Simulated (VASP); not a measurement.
Wanted: the native input for a VASP 6.6.1 run.

* Task: single point
* Functional: PBEsol
* Potentials or basis: VASP PAW PBE potentials, release 64 (Rb_sv)
* Cutoff: 520 eV
* k mesh: 12 × 12 × 12
* Occupations: gaussian, width 0.15 eV
* Spin: no spin polarisation
* Dipole correction: no
* Further INCAR settings: ALGO = Fast; EDIFF = 1e-06; NBANDS = 10

The structure of Rb lies in POSCAR:

```
Rb
1.0
    0.0000000000      3.9128760202      3.6398846700
    3.9128760202      0.0000000000      3.6398846700
    3.9128760202      3.9128760202      0.0000000000
Rb
1
Direct
    0.0000000000      0.0000000000      0.0000000000
```

This cell differs from its parent crystal: strain +0.0750 x Voigt [1, 1, 0, 0, 0, 0].

The input as run:

INCAR

```
PREC = Accurate ; ENCUT = 520
EDIFF = 1E-6 ; ISMEAR = 0
SIGMA = 0.15 ; LREAL = F
LASPH = T ; NELM = 80
ALGO = Fast ; ISIF = 2
LWAVE = F ; LCHARG = T
GGA = PS ; LELF = T
LVHAR = T ; NBANDS = 10
```

KPOINTS

```
Automatic mesh
0
Gamma
  12 12 12
```

Potentials or basis: VASP PAW PBE potentials, release 64 (Rb_sv).

The run is started by

```sh
$ cat potpaw_PBE.64/Rb_sv/POTCAR > POTCAR
$ mpirun -np 1 vasp_std > vasp.out
```

Results of the run:

```
Pressure               : -0.5 GPa
Band gap on the k mesh : zero (an odd number of electrons rules out a gap without spin polarisation)
```

Caveat: the cell differs from its parent crystal (strain +0.0750 x Voigt [1, 1, 0, 0, 0, 0]); the PAW data sets were made with another functional, which shifts forces and pressure a little.

Wall time 110 s on 1 thread of Intel(R) Xeon(R) Platinum 8488C (Sapphire Rapids), with other jobs on the host, peak memory 0.35 GiB.
